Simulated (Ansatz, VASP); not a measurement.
# SiC: VASP beside Ansatz

```
Si C
1.0
     2.64156    0.00000    0.00000
     0.00000    2.64156    0.00000
     0.00000    0.00000    2.64156
Si C
1 1
Direct
  0.50000 0.50000 0.50000
  0.00000 0.00000 0.00000
```

Alike in both runs: functional PBE; k mesh 20 × 20 × 20; occupations gaussian, width 0.1 eV; no spin polarisation.

Ansatz relaxed the structure, and its values are those at the end. VASP's run is a single point on that final structure, the one shown.

|  | VASP | Ansatz |
| --- | --- | --- |
| version | VASP 6.6.1 | Ansatz 0.2.0 |
| potentials or method | VASP PAW PBE potentials, release 64 (Si, C), cutoff 520 eV | scalar-relativistic, plane waves, PAW |
| valence electrons in the cell | 8 | 8 |

VASP gave:

```
gap on the k mesh at the Fermi level (eV) : none
pressure (GPa)                            : 0.1
```

**Question.** What did Ansatz give for the same quantities?

**Answer.** gap on the k mesh at the Fermi level (eV): none; pressure (GPa): 0.0.

A gap of «none» marks a metal or a gap that the smearing closes.
